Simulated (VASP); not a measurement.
A run of VASP 6.6.1:

Contents of INCAR:

```
SYSTEM = Na2S
PREC     = Accurate       ! precision mode
ENCUT    = 500            ! plane-wave cutoff, eV
EDIFF    = 1E-6           ! SCF threshold, eV
ISMEAR   = 0              ! smearing method
SIGMA    = 0.05           ! smearing width, eV
LREAL    = .False.        ! projectors in reciprocal space
LASPH    = .True.         ! aspherical terms in the spheres
NELM     = 120            ! most SCF steps
ALGO     = Normal         ! electronic algorithm
ISIF     = 2              ! what is computed and relaxed
LWAVE    = .False.        ! write WAVECAR
LCHARG   = .False.        ! write CHGCAR
GGA      = PS             ! functional
IVDW     = 12             ! dispersion correction
NBANDS   = 17             ! bands
GGA_COMPAT= .False.
```

The input KPOINTS:

```
Automatic mesh
0
Gamma
  6 6 6
  0 0 0
```

File POSCAR:

```
Na2S
1.0
    0.0000000000      3.2320904381      3.2320904381
    3.2320904381      0.0000000000      3.2320904381
    3.2320904381      3.2320904381      0.0000000000
Na S
2 1
Direct
    0.2500000000      0.2500000000      0.2500000000
    0.7500000000      0.7500000000      0.7500000000
    0.0000000000      0.0000000000      0.0000000000
```

Potentials or basis: VASP PAW PBE potentials, release 64 (Na_pv, S).

Run with:

```console
$ cat potpaw_PBE.64/Na_pv/POTCAR potpaw_PBE.64/S/POTCAR > POTCAR
$ mpirun -np 1 vasp_std > vasp.out
```

Hardware: 1 thread of Intel(R) Xeon(R) Platinum 8375C CPU @ 2.90GHz (Ice Lake) (shared host).

Q: Estimate the wall time of this run.

A: It took 16 s on 1 thread of Intel(R) Xeon(R) Platinum 8375C CPU @ 2.90GHz (Ice Lake), with other jobs on the host, peak memory 0.2 GiB. Counts: scf iterations 14, k points 16.
